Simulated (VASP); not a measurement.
# GaSb (Pm-3m) in VASP: single point with PBE

Aim: the single point of GaSb with PBE.

All numbers are computed with VASP 6.6.1; they aren't measurements. Logs are shortened: lines on timing, memory, paths and dates and some standing lists are left out, and cuts for length are marked.

**1. The cell of the first run**

Symmetry: Pm-3m, No. 221, cubic system. Conventional cell: a = 3.631 Å, b = 3.631 Å, c = 3.631 Å, α = 90.00°, β = 90.00°, γ = 90.00°. Ga (site symmetry m-3m) has 8 Sb at 3.14 Å and 6 Ga at 3.63 Å within 4.1 Å. Within 4.1 Å of Sb (site symmetry m-3m) lie 8 Ga at 3.14 Å and 6 Sb at 3.63 Å.

**2. Single point, PBE**

File INCAR:

```
ALGO = Normal
EDIFF = 1E-6
ENCUT = 500
GGA = PE
GGA_COMPAT = F
ISIF = 2
ISMEAR = 0
LASPH = T
LCHARG = F
LREAL = F
LWAVE = F
NBANDS = 16
NELM = 120
PREC = Accurate
SIGMA = 0.2
```

File KPOINTS:

```
k-points
0
Gamma
  5 5 5
```

File POSCAR:

```
GaSb
1.0
    3.6309941800      0.0000000000      0.0000000000
    0.0000000000      3.6309941800      0.0000000000
    0.0000000000      0.0000000000      3.6309941800
Ga Sb
1 1
Direct
    0.0000000000      0.0000000000      0.0000000000
    0.5000000000      0.5000000000      0.5000000000
```

Potentials or basis: VASP PAW PBE potentials, release 64 (Ga_d, Sb).

The run is started by

```console
cat potpaw_PBE.64/Ga_d/POTCAR potpaw_PBE.64/Sb/POTCAR > POTCAR
mpirun -np 1 vasp_std > vasp.out
```

OUTCAR:

```text
EDIFF = 1E-6
   ENCUT = 500
   GGA = PE
   ISIF = 2
   ISMEAR = 0
   LASPH = T
   LREAL = F
   NELM = 120
   PREC = Accurate

 ion  position               nearest neighbor table
   1  0.000  0.000  0.000-   2 3.14   2 3.14   2 3.14   2 3.14   2 3.14   2 3.14   2 3.14   2 3.14

   2  0.500  0.500  0.500-   1 3.14   1 3.14   1 3.14   1 3.14   1 3.14   1 3.14   1 3.14   1 3.14

  LATTYP: Found a simple cubic cell.
 ALAT       =     3.6309941800

  Lattice vectors:

 A1 = (   3.6309941800,   0.0000000000,   0.0000000000)
 A2 = (   0.0000000000,   3.6309941800,   0.0000000000)
 A3 = (   0.0000000000,   0.0000000000,   3.6309941800)

Analysis of symmetry for initial positions (statically):
=====================================================================
 Subroutine PRICEL returns:
 Original cell was already a primitive cell.

 Routine SETGRP: Setting up the symmetry group for a
 simple cubic supercell.

 Subroutine GETGRP returns: Found 48 space group operations
 (whereof 48 operations were pure point group operations)
 out of a pool of 48 trial point group operations.

The static configuration has the point symmetry O_h .

Analysis of symmetry for dynamics (positions and initial velocities):
=====================================================================
 Subroutine PRICEL returns:
 Original cell was already a primitive cell.

 Routine SETGRP: Setting up the symmetry group for a
 simple cubic supercell.

 Subroutine GETGRP returns: Found 48 space group operations
 (whereof 48 operations were pure point group operations)
 out of a pool of 48 trial point group operations.

The dynamic configuration has the point symmetry O_h .

 Subroutine INISYM returns: Found 48 space group operations
 (whereof 48 operations are pure point group operations),
 and found     1 'primitive' translations

----------------------------------------------------------------------------------------

                                     Primitive cell

  volume of cell :      47.8715

  direct lattice vectors                    reciprocal lattice vectors
     3.630994180  0.000000000  0.000000000     0.275406666  0.000000000  0.000000000
     0.000000000  3.630994180  0.000000000     0.000000000  0.275406666  0.000000000
     0.000000000  0.000000000  3.630994180     0.000000000  0.000000000  0.275406666

  length of vectors
     3.630994180  3.630994180  3.630994180     0.275406666  0.275406666  0.275406666

  position of ions in fractional coordinates (direct lattice)
     0.000000000  0.000000000  0.000000000
     0.500000000  0.500000000  0.500000000

  ion indices of the primitive-cell ions
   primitive index   ion index
                 1           1
                 2           2

----------------------------------------------------------------------------------------

 KPOINTS: k-points

Automatic generation of k-mesh.
 Grid dimensions read from file:
 generate k-points for:    5    5    5

 Generating k-lattice:

  Cartesian coordinates                     Fractional coordinates (reciprocal lattice)
     0.055081333  0.000000000  0.000000000     0.200000000  0.000000000  0.000000000
     0.000000000  0.055081333  0.000000000     0.000000000  0.200000000  0.000000000
     0.000000000  0.000000000  0.055081333     0.000000000  0.000000000  0.200000000

  Length of vectors
     0.055081333  0.055081333  0.055081333

  Shift w.r.t. Gamma in fractional coordinates (k-lattice)
     0.000000000  0.000000000  0.000000000

 Subroutine IBZKPT returns following result:
 ===========================================

 Found     10 irreducible k-points:

 Following reciprocal coordinates:
            Coordinates               Weight
  0.000000  0.000000  0.000000      1.000000
  0.200000  0.000000  0.000000      6.000000
  0.400000  0.000000  0.000000      6.000000
  0.200000  0.200000  0.000000     12.000000
  0.400000  0.200000  0.000000     24.000000
  0.400000  0.400000  0.000000     12.000000
  0.200000  0.200000  0.200000      8.000000
  0.400000  0.200000  0.200000     24.000000
  0.400000  0.400000  0.200000     24.000000
  0.400000  0.400000  0.400000      8.000000
   k-points           NKPTS =     10   k-points in BZ     NKDIM =     10   number of bands    NBANDS=     16
   number of dos      NEDOS =    301   number of ions     NIONS =      2
   total plane-waves  NPLWV =  21952
   dimension x,y,z NGX =    28 NGY =   28 NGZ =   28
   dimension x,y,z NGXF=    56 NGYF=   56 NGZF=   56
   ions per type =               1   1
   NGX,Y,Z   is equivalent  to a cutoff of  12.82, 12.82, 12.82 a.u.
   NGXF,Y,Z  is equivalent  to a cutoff of  25.64, 25.64, 25.64 a.u.
 SYSTEM =  unknown system
   PREC   = accura    normal or accurate (medium, high low for compatibility)
   ISTART =      0    job   : 0-new  1-cont  2-samecut
   ICHARG =      2    charge: 1-file 2-atom 10-const
   ISPIN  =      1    spin polarized calculation?
   LNONCOLLINEAR =      F non collinear calculations
   LSORBIT =      F    spin-orbit coupling
   LASPH  =      T    aspherical Exc in radial PAW
   ENCUT  =  500.0 eV  36.75 Ry    6.06 a.u.   6.62  6.62  6.62*2*pi/ulx,y,z
   NELM   =    120;   NELMIN=  2; NELMDL= -5     # of ELM steps
   EDIFF  = 0.1E-05   stopping-criterion for ELM
   LREAL  =      F    real-space projection
   EDIFFG = 0.1E-04   stopping-criterion for IOM
   NSW    =      0    number of steps for IOM
   IBRION =     -1    ionic relax: 0-MD 1-quasi-New 2-CG
   NFREE  =      0    steps in history (QN), initial steepest desc. (CG)
   ISIF   =      2    stress and relaxation
   ISYM   =      2    0-nonsym 1-usesym 2-fastsym
   POTIM  = 0.5000    time-step for ionic-motion
   TEBEG  =    0.0;   TEEND  =   0.0 temperature during run
   PSTRESS=    0.0 pullay stress
   NELECT =      18.0000    total number of electrons
   NUPDOWN=      -1.0000    fix difference up-down
   EMIN   =  10.00;   EMAX   =-10.00  energy-range for DOS
   EFERMI =   0.00;   METHOD = LEGACY
   ISMEAR =     0;   SIGMA  =   0.20  broadening in eV -4-tet -1-fermi 0-gaus
   EFERMI_NEDOS =   21; number of points for ismear=-14 and -15
   IALGO  =     38    algorithm
   IMIX   =      4    mixing-type and parameters
     AMIX     =   0.40;   BMIX     =  1.00
     AMIX_MAG =   1.60;   BMIX_MAG =  1.00
  volume/ion in A,a.u.               =      23.94       161.53
  Fermi-wavevector in a.u.,A,eV,Ry     =   1.181608  2.232915 18.996422  1.396198
  Thomas-Fermi vector in A             =   2.317878
   LORBIT       =      0    0 simple, 1 ext, 2 COOP (PROOUT), +10 PAW based schemes
   GGA     = PE    functional components
   LHFCALC =     F    Hartree Fock is set to
   AEXX    =    0.0000 exact exchange contribution
   IVDW    =     0    specifies the selected vdW correction
   LEPSILON=     F    determine dielectric tensor
   LRPA    =     F    only Hartree local field effects (RPA)
 non-spin polarized calculation
 Gauss-broadening in eV      SIGMA  =   0.20
  energy-cutoff  :      500.00
  volume of cell :       47.87
 maximum number of plane-waves:      1233
 NGX is ok and might be reduce to    28
   NGX = 13   NGY = 13   NGZ = 13

 number of electron      17.9999987 magnetization

 Free energy of the ion-electron system (eV)
  ---------------------------------------------------
  ext. energy  EPLUGINS =         0.00000000
  ---------------------------------------------------
  free energy    TOTEN  =        -6.69455923 eV

  energy without entropy =       -6.64773502  energy(sigma->0) =       -6.67114713

 E-fermi :   6.8319     XC(G=0): -10.3473

 val. band max:        6.7868975601   @ k =   0.4000   0.2000   0.2000
 cond. band min:       6.8805928919   @ k =   0.2000   0.0000   0.0000
 fundamental gap:      0.0936953318
 Fermi energy:         6.8319103200

 k-point     1 :       0.0000    0.0000    0.0000
  band No.  band energies     occupation
      1      -8.1841      2.00000
      2      -8.1841      2.00000
      3      -8.1394      2.00000
      4      -8.1394      2.00000
      5      -8.1394      2.00000
      6      -5.1544      2.00000
[... 8 lines left out ...]
     15      15.1650      0.00000
     16      19.4412      0.00000

 k-point     2 :       0.2000    0.0000    0.0000
  band No.  band energies     occupation
      1      -8.1829      2.00000
      2      -8.1690      2.00000
      3      -8.1467      2.00000
      4      -8.1467      2.00000
      5      -8.1391      2.00000
      6      -4.7267      2.00000
[... 8 lines left out ...]
     15      13.7780      0.00000
     16      17.3643      0.00000

 k-point     3 :       0.4000    0.0000    0.0000
  band No.  band energies     occupation
      1      -8.1811      2.00000
      2      -8.1585      2.00000
      3      -8.1585      2.00000
      4      -8.1450      2.00000
      5      -8.1386      2.00000
      6      -3.5913      2.00000
[... 8 lines left out ...]
     15      14.5690      0.00000
     16      18.7573      0.00000

 k-point     4 :       0.2000    0.2000    0.0000
  band No.  band energies     occupation
      1      -8.1751      2.00000
      2      -8.1598      2.00000
      3      -8.1579      2.00000
      4      -8.1470      2.00000
      5      -8.1445      2.00000
      6      -4.2979      2.00000
[... 8 lines left out ...]
     15      14.6361      0.00000
     16      16.8824      0.00000

 k-point     5 :       0.4000    0.2000    0.0000
  band No.  band energies     occupation
      1      -8.1754      2.00000
      2      -8.1707      2.00000
      3      -8.1566      2.00000
      4      -8.1442      2.00000
      5      -8.1367      2.00000
      6      -3.1732      2.00000
[... 8 lines left out ...]
     15      16.5543      0.00000
     16      17.2473      0.00000

 k-point     6 :       0.4000    0.4000    0.0000
  band No.  band energies     occupation
      1      -8.2009      2.00000
      2      -8.1610      2.00000
      3      -8.1538      2.00000
      4      -8.1528      2.00000
      5      -8.1168      2.00000
      6      -2.1428      2.00000
[... 8 lines left out ...]
     15      15.5474      0.00000
     16      16.5217      0.00000

 k-point     7 :       0.2000    0.2000    0.2000
  band No.  band energies     occupation
      1      -8.1608      2.00000
      2      -8.1592      2.00000
      3      -8.1592      2.00000
      4      -8.1525      2.00000
      5      -8.1525      2.00000
      6      -3.8722      2.00000
[... 8 lines left out ...]
     15      14.9491      0.00000
     16      18.8083      0.00000

 k-point     8 :       0.4000    0.2000    0.2000
  band No.  band energies     occupation
      1      -8.1757      2.00000
      2      -8.1670      2.00000
      3      -8.1566      2.00000
      4      -8.1521      2.00000
      5      -8.1323      2.00000
      6      -2.7689      2.00000
[... 8 lines left out ...]
     15      16.6005      0.00000
     16      17.1889      0.00000

 k-point     9 :       0.4000    0.4000    0.2000
  band No.  band energies     occupation
      1      -8.1944      2.00000
      2      -8.1652      2.00000
      3      -8.1639      2.00000
      4      -8.1435      2.00000
      5      -8.1162      2.00000
      6      -1.7866      2.00000
[... 8 lines left out ...]
     15      18.3985      0.00000
     16      18.9066      0.00000

 k-point    10 :       0.4000    0.4000    0.4000
  band No.  band energies     occupation
      1      -8.1859      2.00000
      2      -8.1814      2.00000
      3      -8.1814      2.00000
      4      -8.1153      2.00000
      5      -8.1153      2.00000
      6      -0.9729      2.00000
[... 8 lines left out ...]
     15      21.7594      0.00000
     16      21.7594      0.00000

------------------------ aborting loop because EDIFF is reached ----------------------------------------

  FORCE on cell =-STRESS in cart. coord.  units (eV):
  Direction    XX          YY          ZZ          XY          YZ          ZX
  --------------------------------------------------------------------------------------
  -------------------------------------------------------------------------------------
  Total       -0.1035301     -0.1035301     -0.1035301     -0.0000000      0.0000000     -0.0000000
  in kB       -3.4649776     -3.4649776     -3.4649776     -0.0000000      0.0000000     -0.0000000
  external PRESSURE =      -3.4649776 kB  Pullay stress =       0.0000000 kB

 VOLUME and BASIS-vectors are now :
 -----------------------------------------------------------------------------
  energy-cutoff  :      500.00
  volume of cell :       47.87
      direct lattice vectors                 reciprocal lattice vectors
     3.630994180  0.000000000  0.000000000     0.275406666  0.000000000  0.000000000
     0.000000000  3.630994180  0.000000000     0.000000000  0.275406666  0.000000000
     0.000000000  0.000000000  3.630994180     0.000000000  0.000000000  0.275406666

 POSITION                                       TOTAL-FORCE (eV/Angst)
 -----------------------------------------------------------------------------------
      0.00000      0.00000      0.00000         0.000000      0.000000      0.000000
      1.81550      1.81550      1.81550         0.000000      0.000000      0.000000
 -----------------------------------------------------------------------------------
    total drift:                               -0.000000     -0.000000     -0.000000

  FREE ENERGIE OF THE ION-ELECTRON SYSTEM (eV)
  ---------------------------------------------------
  free  energy   TOTEN  =        -6.6945592320 eV

  energy  without entropy=       -6.6477350249  energy(sigma->0) =       -6.67114713
```

Wall time 9.4 s (1 thread of Intel Xeon 8259CL, shared host); peak memory 0.16 GiB.

What came out:

| Quantity | Value |
| --- | --- |
| Free energy | -6.6946 eV |
| Pressure | -0.3 GPa |
| Band gap on the k mesh | zero (band 9 reaches 7.99 eV, above the bottom of band 10 at 4.67 eV) |

Caveat: spin-orbit coupling is left out, which moves the levels of the heavy elements.
